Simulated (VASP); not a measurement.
# CuO (Tenorite) (C2/c) in VASP: further runs

The runs below take CuO (Tenorite) through single point, with revPBE+D3(BJ), r2SCAN.

Program: VASP 6.6.1. These are calculated values, not measurements. Logs are shortened: lines on timing, memory, paths and dates and some standing lists are left out, and cuts for length are marked.

## 1. The cell of the first run

The typed cell holds 4 atoms: a = 2.901 Å, b = 2.901 Å, c = 5.168 Å, α = 90.05°, β = 90.05°, γ = 89.59°.

## 2. Single point, revPBE+D3(BJ)

Contents of INCAR:

```
PREC     = Accurate       # precision mode
ENCUT    = 520            # plane-wave cutoff, eV
EDIFF    = 1E-6           # SCF threshold, eV
ISMEAR   = -1             # smearing method
SIGMA    = 0.05           # smearing width, eV
LREAL    = F              # projectors in reciprocal space
LASPH    = T              # aspherical terms in the spheres
NELM     = 80             # most SCF steps
ALGO     = Normal         # electronic algorithm
ISIF     = 2              # what is computed and relaxed
LWAVE    = F              # write WAVECAR
LCHARG   = F              # write CHGCAR
GGA      = RE             # functional
IVDW     = 12             # dispersion correction
NBANDS   = 25             # bands
```

Contents of KPOINTS:

```
Automatic mesh
0
Gamma
  10 10 5
```

Contents of POSCAR:

```
CuO
1.0
    2.0522110214     -2.0436133570      0.1582393616
    2.0522110214      2.0436133570      0.1582393616
   -0.4031349701      0.0000000000      5.1524299125
Cu O
2 2
Direct
    0.5000000000      0.0000000000      0.5000000000
    0.0000000000      0.5000000000      0.0000000000
    0.4996615098      0.5003384902      0.7500000000
    0.5003384902      0.4996615098      0.2500000000
```

Potentials or basis: VASP PAW PBE potentials, release 64 (Cu, O).

Run with:

```
> cat potpaw_PBE.64/Cu/POTCAR potpaw_PBE.64/O/POTCAR > POTCAR
> mpirun -np 1 vasp_std > vasp.out
```

OUTCAR:

```text
PREC = Accurate
   ENCUT = 520
   EDIFF = 1E-6
   ISMEAR = -1
   LREAL = F
   LASPH = T
   NELM = 80
   ISIF = 2
   GGA = RE
   IVDW = 12
 IVDW          = 12

 ion  position               nearest neighbor table
   1  0.500  0.000  0.500-   3 1.94   4 1.94   4 1.94   3 1.94
   2  0.000  0.500  0.000-   4 1.94   3 1.94   4 1.94   3 1.94
   3  0.500  0.500  0.750-   2 1.94   1 1.94   2 1.94   1 1.94
   4  0.500  0.500  0.250-   1 1.94   2 1.94   2 1.94   1 1.94

  LATTYP: Found a base centered monoclinic cell.
 ALAT       =     4.1166052868
 B/A-ratio  =     0.9928633982
 C/A-ratio  =     1.2554462903
 COS(beta)  =    -0.0011281424

  Lattice vectors:

 A1 = (   2.0522110214,  -2.0436133570,   0.1582393616)
 A2 = (   2.0522110214,   2.0436133570,   0.1582393616)
 A3 = (  -0.4031349701,   0.0000000000,   5.1524299125)

Analysis of symmetry for initial positions (statically):
=====================================================================
 Subroutine PRICEL returns:
 Original cell was already a primitive cell.

 Routine SETGRP: Setting up the symmetry group for a
 base centered monoclinic supercell.

 Subroutine GETGRP returns: Found  4 space group operations
 (whereof  2 operations were pure point group operations)
 out of a pool of  4 trial point group operations.

The static configuration has the point symmetry S_2 .
 The point group associated with its full space group is C_2h.

Analysis of symmetry for dynamics (positions and initial velocities):
=====================================================================
 Subroutine PRICEL returns:
 Original cell was already a primitive cell.

 Routine SETGRP: Setting up the symmetry group for a
 base centered monoclinic supercell.

 Subroutine GETGRP returns: Found  4 space group operations
 (whereof  2 operations were pure point group operations)
 out of a pool of  4 trial point group operations.

The dynamic configuration has the point symmetry S_2 .
 The point group associated with its full space group is C_2h.

 Subroutine INISYM returns: Found  4 space group operations
 (whereof  2 operations are pure point group operations),
 and found     1 'primitive' translations

----------------------------------------------------------------------------------------

                                     Primitive cell

  volume of cell :      43.4785

  direct lattice vectors                    reciprocal lattice vectors
     2.052211021 -2.043613357  0.158239362     0.242178607 -0.244664676  0.018948470
     2.052211021  2.043613357  0.158239362     0.242178607  0.244664676  0.018948470
    -0.403134970  0.000000000  5.152429912    -0.014875385  0.000000000  0.192919308

  length of vectors
     2.900511218  2.900511218  5.168176836     0.344775762  0.344775762  0.193491954

  position of ions in fractional coordinates (direct lattice)
     0.500000000  0.000000000  0.500000000
     1.000000000  0.500000000  0.000000000
     0.499661510  0.500338490  0.750000000
     0.500338490  0.499661510  0.250000000

  ion indices of the primitive-cell ions
   primitive index   ion index
                 1           1
                 2           2
                 3           3
                 4           4

----------------------------------------------------------------------------------------

 KPOINTS: Automatic mesh

Automatic generation of k-mesh.
 Grid dimensions read from file:
 generate k-points for:   10   10    5

 Generating k-lattice:

  Cartesian coordinates                     Fractional coordinates (reciprocal lattice)
     0.024217861 -0.024466468  0.001894847     0.100000000 -0.000000000  0.000000000
     0.024217861  0.024466468  0.001894847    -0.000000000  0.100000000  0.000000000
    -0.002975077  0.000000000  0.038583862    -0.000000000 -0.000000000  0.200000000

  Length of vectors
     0.034477576  0.034477576  0.038698391

  Shift w.r.t. Gamma in fractional coordinates (k-lattice)
     0.000000000  0.000000000  0.000000000

 Subroutine IBZKPT returns following result:
 ===========================================

 Found    141 irreducible k-points:

 Following reciprocal coordinates:
            Coordinates               Weight
  0.000000  0.000000  0.000000      1.000000
  0.100000  0.000000 -0.000000      4.000000
  0.200000  0.000000 -0.000000      4.000000
  0.300000 -0.000000  0.000000      4.000000
  0.400000 -0.000000 -0.000000      4.000000
  0.500000 -0.000000  0.000000      2.000000
[... 16 lines left out ...]
  0.300000  0.300000  0.000000      2.000000
  0.400000  0.300000  0.000000      4.000000
 [... further k-points ...]
   k-points           NKPTS =    141   k-points in BZ     NKDIM =    141   number of bands    NBANDS=     25
   number of dos      NEDOS =    301   number of ions     NIONS =      4
   total plane-waves  NPLWV =  23040
   dimension x,y,z NGX =    24 NGY =   24 NGZ =   40
   dimension x,y,z NGXF=    48 NGYF=   48 NGZF=   80
   ions per type =               2   2
   NGX,Y,Z   is equivalent  to a cutoff of  13.76, 13.76, 12.87 a.u.
   NGXF,Y,Z  is equivalent  to a cutoff of  27.51, 27.51, 25.73 a.u.
 SYSTEM =  unknown system
   PREC   = accura    normal or accurate (medium, high low for compatibility)
   ISTART =      0    job   : 0-new  1-cont  2-samecut
   ICHARG =      2    charge: 1-file 2-atom 10-const
   ISPIN  =      1    spin polarized calculation?
   LNONCOLLINEAR =      F non collinear calculations
   LSORBIT =      F    spin-orbit coupling
   LASPH  =      T    aspherical Exc in radial PAW
   ENCUT  =  520.0 eV  38.22 Ry    6.18 a.u.   5.39  5.39  9.61*2*pi/ulx,y,z
   NELM   =     80;   NELMIN=  2; NELMDL= -5     # of ELM steps
   EDIFF  = 0.1E-05   stopping-criterion for ELM
   LREAL  =      F    real-space projection
   EDIFFG = 0.1E-04   stopping-criterion for IOM
   NSW    =      0    number of steps for IOM
   IBRION =     -1    ionic relax: 0-MD 1-quasi-New 2-CG
   NFREE  =      0    steps in history (QN), initial steepest desc. (CG)
   ISIF   =      2    stress and relaxation
   ISYM   =      2    0-nonsym 1-usesym 2-fastsym
   POTIM  = 0.5000    time-step for ionic-motion
   TEBEG  =    0.0;   TEEND  =   0.0 temperature during run
   PSTRESS=    0.0 pullay stress
   NELECT =      34.0000    total number of electrons
   NUPDOWN=      -1.0000    fix difference up-down
   EMIN   =  10.00;   EMAX   =-10.00  energy-range for DOS
   EFERMI =   0.00;   METHOD = LEGACY
   ISMEAR =    -1;   SIGMA  =   0.05  broadening in eV -4-tet -1-fermi 0-gaus
   EFERMI_NEDOS =   21; number of points for ismear=-14 and -15
   IALGO  =     38    algorithm
   IMIX   =      4    mixing-type and parameters
     AMIX     =   0.40;   BMIX     =  1.00
     AMIX_MAG =   1.60;   BMIX_MAG =  1.00
  volume/ion in A,a.u.               =      10.87        73.35
  Fermi-wavevector in a.u.,A,eV,Ry     =   1.508260  2.850198 30.951176  2.274847
  Thomas-Fermi vector in A             =   2.618737
   LORBIT       =      0    0 simple, 1 ext, 2 COOP (PROOUT), +10 PAW based schemes
   GGA     = RE    functional components
   LHFCALC =     F    Hartree Fock is set to
   AEXX    =    0.0000 exact exchange contribution
   IVDW    =    12    specifies the selected vdW correction
   LEPSILON=     F    determine dielectric tensor
   LRPA    =     F    only Hartree local field effects (RPA)
 non-spin polarized calculation
  energy-cutoff  :      520.00
  volume of cell :       43.48
 maximum number of plane-waves:      1186
 NGX is ok and might be reduce to    24
   NGX = 11   NGY = 11   NGZ = 19

 number of electron      33.9999989 magnetization

 Free energy of the ion-electron system (eV)
  ---------------------------------------------------
  ext. energy  EPLUGINS =         0.00000000
  ---------------------------------------------------
  free energy    TOTEN  =       -18.22860637 eV

  energy without entropy =      -18.20744326  energy(sigma->0) =      -18.21802482

 E-fermi :   5.2364     XC(G=0): -11.2652

 val. band max:        5.2144446381   @ k =  -0.1000   0.1000   0.4000
 cond. band min:       5.2382514799   @ k =   0.5000   0.3000   0.4000
 fundamental gap:      0.0238068418
 Fermi energy:         5.2363890836

 k-point     1 :       0.0000    0.0000    0.0000
  band No.  band energies     occupation
      1     -14.7417      2.00000
      2     -13.4550      2.00000
      3      -2.9911      2.00000
      4      -0.2435      2.00000
      5      -0.2293      2.00000
      6       1.4430      2.00000
[... 17 lines left out ...]
     24      20.0184      0.00000
     25      20.2950      0.00000

 k-point     2 :       0.1000    0.0000   -0.0000
  band No.  band energies     occupation
      1     -14.6872      2.00000
      2     -13.4375      2.00000
      3      -2.8964      2.00000
      4      -0.2966      2.00000
      5      -0.2085      2.00000
      6       0.9197      2.00000
[... 17 lines left out ...]
     24      20.1944      0.00000
     25      20.3602      0.00000

 k-point     3 :       0.2000    0.0000   -0.0000
  band No.  band energies     occupation
      1     -14.5400      2.00000
      2     -13.3910      2.00000
      3      -2.6380      2.00000
      4      -0.4171      2.00000
      5      -0.1358      2.00000
      6      -0.0675      2.00000
[... 17 lines left out ...]
     24      20.3193      0.00000
     25      20.5651      0.00000

 k-point     4 :       0.3000   -0.0000    0.0000
  band No.  band energies     occupation
      1     -14.3480      2.00000
      2     -13.3330      2.00000
      3      -2.2954      2.00000
      4      -1.0180      2.00000
      5      -0.4976      2.00000
      6      -0.0422      2.00000
[... 17 lines left out ...]
     24      19.7368      0.00000
     25      20.5861      0.00000
[... 477 lines left out ...]
 k-point    22 :      -0.2000    0.2000    0.0000
  band No.  band energies     occupation
      1     -14.3435      2.00000
      2     -13.3328      2.00000
      3      -2.2787      2.00000
      4      -0.3896      2.00000
      5      -0.2074      2.00000
      6      -0.1406      2.00000
[... 17 lines left out ...]
     24      17.3275      0.00000
     25      20.8361      0.00000

 k-point    23 :       0.3000    0.3000    0.0000
  band No.  band energies     occupation
      1     -13.9817      2.00000
      2     -13.2340      2.00000
      3      -1.5657      2.00000
      4      -0.8885      2.00000
      5      -0.6588      2.00000
      6      -0.3780      2.00000
[... 17 lines left out ...]
     24      17.2087      0.00000
     25      20.0324      0.00000

 k-point    24 :       0.4000    0.3000    0.0000
  band No.  band energies     occupation
      1     -13.8289      2.00000
      2     -13.1950      2.00000
      3      -1.4121      2.00000
      4      -1.2199      2.00000
      5      -0.6902      2.00000
      6      -0.3114      2.00000
[... 17 lines left out ...]
     24      17.4289      0.00000
     25      19.0638      0.00000

 [... further k-points ...]

------------------------ aborting loop because EDIFF is reached ----------------------------------------

 Edisp (eV)   -2.07846

 E8    (eV) :    -1.3705

  FORCE on cell =-STRESS in cart. coord.  units (eV):
  Direction    XX          YY          ZZ          XY          YZ          ZX
  --------------------------------------------------------------------------------------
  -------------------------------------------------------------------------------------
  Total       0.16144     0.17059     0.29889     0.00000     0.00000    -0.01025
  in kB       5.94901     6.28617    11.01414     0.00000     0.00000    -0.37783
  external pressure =        7.75 kB  Pullay stress =        0.00 kB

 VOLUME and BASIS-vectors are now :
 -----------------------------------------------------------------------------
  energy-cutoff  :      520.00
  volume of cell :       43.48
      direct lattice vectors                 reciprocal lattice vectors
     2.052211021 -2.043613357  0.158239362     0.242178607 -0.244664676  0.018948470
     2.052211021  2.043613357  0.158239362     0.242178607  0.244664676  0.018948470
    -0.403134970  0.000000000  5.152429912    -0.014875385  0.000000000  0.192919308

 POSITION                                       TOTAL-FORCE (eV/Angst)
 -----------------------------------------------------------------------------------
      0.82454     -1.02181      2.65533        -0.000000      0.000000     -0.000000
      1.02611      1.02181      0.07912        -0.000000      0.000000     -0.000000
      1.74986      0.00138      4.02256         0.000000      0.000041      0.000000
      1.95143     -0.00138      1.44635        -0.000000     -0.000041     -0.000000
 -----------------------------------------------------------------------------------
    total drift:                                0.000000     -0.000000     -0.000000

  FREE ENERGIE OF THE ION-ELECTRON SYSTEM (eV)
  ---------------------------------------------------
  free  energy   TOTEN  =       -20.3070647209 eV

  energy  without entropy=      -20.2859016150  energy(sigma->0) =      -20.29648317
```

It took 2.2 min on 1 thread of Intel Xeon Platinum 8259CL at 2.50GHz (Skylake/Cascade Lake), shared host; peak memory 0.26 GiB.

Results:

```yaml
Free_energy: -20.3071 eV
Pressure: 0.8 GPa
Band_gap_on_the_k_mesh: zero (band 17 reaches 5.91 eV, above the bottom of band 18 at 4.99 eV)
Dispersion_energy_per_atom: -0.520 eV
```

Levels at points of the mesh, in eV from the Fermi level:
```csv
k point,band 15,band 16,band 17,band 18,band 19,band 20
"(0.00, 0.00, 0.00)",-2.32,-1.99,0.68,0.69,1.51,6.24
"(0.50, 0.00, 0.00)",-1.59,-1.51,0.24,0.47,3.67,6.03
"(0.50, 0.50, 0.00)",-1.60,-1.20,-1.19,1.18,2.23,7.22
```

Caveat: the PAW data sets were made with another functional, which shifts forces and pressure a little; semilocal functionals often make such compounds metallic where correlation or magnetic order opens a gap, which also shifts bond lengths; pairwise dispersion overbinds metals, which lowers pressure and volume.

## 3. Single point, r2SCAN

This run uses another cell than the first one, of 10.60 Å³/atom, 0.975 times its volume.

Contents of POSCAR:

```
CuO
1.0
    2.0324448269     -2.0308742494      0.1588637648
    2.0324448269      2.0308742494      0.1588637648
   -0.3946118121      0.0000000000      5.1045008747
Cu O
2 2
Direct
    0.5000000000      0.0000000000      0.5000000000
    0.0000000000      0.5000000000      0.0000000000
    0.5002593015      0.4997406985      0.7500000000
    0.4997406985      0.5002593015      0.2500000000
```

Contents of INCAR.step1:

```
SYSTEM = CuO
ALGO = Normal ; EDIFF = 1E-4
ENCUT = 520 ; GGA = PE
ISMEAR = -1 ; LASPH = .True.
LCHARG = .False. ; LREAL = .False.
LWAVE = .True. ; NBANDS = 25
NELM = 100 ; PREC = Accurate
SIGMA = 0.05
```

Contents of INCAR.step2:

```
SYSTEM = CuO
ALGO = Normal ; EDIFF = 1E-6
ENCUT = 520 ; ISIF = 2
ISMEAR = -1 ; ISTART = 1
LASPH = .True. ; LCHARG = .True.
LELF = .True. ; LMIXTAU = .True.
LREAL = .False. ; LVHAR = .True.
LWAVE = .False. ; METAGGA = R2SCAN
NBANDS = 25 ; NELM = 100
PREC = Accurate ; SIGMA = 0.05
```

Contents of KPOINTS:

```
k-points
0
Gamma
  10 10 5
  0 0 0
```

Potentials or basis: VASP PAW PBE potentials, release 64 (Cu, O).

Run with:

```
> cat potpaw_PBE.64/Cu/POTCAR potpaw_PBE.64/O/POTCAR > POTCAR
> cp INCAR.step1 INCAR
> mpirun -np 1 vasp_std > vasp.out
> cp INCAR.step2 INCAR
> mpirun -np 1 vasp_std > vasp.out
```

Wall time 18 min (1 thread of AMD EPYC 7R43 (Zen 3), shared host); peak memory 0.21 GiB.

The run converged. Its results:

```yaml
Free_energy: -36.4712 eV
Pressure: 3.0 GPa
Band_gap_on_the_k_mesh: zero (band 17 reaches 5.96 eV, above the bottom of band 18 at 5.00 eV)
```

Stress tensor (GPa, compression positive):
```
 2.87  0.00 -0.04
 0.00  2.89  0.00
-0.04  0.00  3.36
```

Levels at points of the mesh, in eV from the Fermi level:
| k point | band 14 | band 15 | band 16 | band 17 | band 18 | band 19 | band 20 | band 21 |
| --- | --- | --- | --- | --- | --- | --- | --- | --- |
| (0.00, 0.00, 0.00) | -2.70 | -2.61 | -2.27 | 0.70 | 0.71 | 1.82 | 6.65 | 7.92 |
| (0.50, 0.00, 0.00) | -2.18 | -1.80 | -1.74 | 0.25 | 0.49 | 3.89 | 6.48 | 7.22 |
| (0.50, 0.50, 0.00) | -2.68 | -1.62 | -1.39 | -1.39 | 1.25 | 2.32 | 7.54 | 10.59 |

Caveat: the PAW data sets were made with another functional, which shifts forces and pressure a little; semilocal functionals often make such compounds metallic where correlation or magnetic order opens a gap, which also shifts bond lengths. With open d or f shells a metallic result of r2SCAN can be an artefact of self-interaction; +U or a hybrid may open a gap.
